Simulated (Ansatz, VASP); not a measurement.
NaF: VASP beside Ansatz

```
CELL_PARAMETERS angstrom
-1.65019 -3.17454 0.00000
-4.95057 3.17454 0.00000
1.65019 0.00000 -5.74238
ATOMIC_POSITIONS crystal
Na 0.59175 0.59175 0.36701
Na 0.09175 0.09175 0.36701
Na 0.46675 0.96675 0.86701
Na 0.96675 0.46675 0.86701
F 0.90825 0.90825 0.63299
F 0.40825 0.40825 0.63299
F 0.28325 0.78325 0.13299
F 0.78325 0.28325 0.13299
```

Alike in both runs: task single point; functional PBE; k mesh 4 × 4 × 4; occupations gaussian, width 0.1 eV; no spin polarisation.

|  | VASP | Ansatz |
| --- | --- | --- |
| version | VASP 6.6.1 | Ansatz 0.2.0 |
| potentials or method | VASP PAW PBE potentials, release 64 (Na_pv, F), cutoff 520 eV | scalar-relativistic, plane waves, PAW |
| valence electrons in the cell | 56 | 64 |

|  | VASP | Ansatz | Ansatz less VASP |
| --- | --- | --- | --- |
| gap on the k mesh at the Fermi level (eV) | 5.37 | 5.38 | +0.014 |
| least direct gap on the mesh (eV) | 5.37 | 5.38 | +0.014 |
| pressure (GPa) | 0.0 | 0.0 | +0.05 |
| traceless stress, the component that is largest in VASP (GPa) | -0.06 | -0.03 | +0.026 |

VASP's potentials hold 56 valence electrons a cell and Ansatz's 64, so a difference there can come from the potentials and not from the codes.

The k mesh is coarse, so the values compare programs but aren't converged.
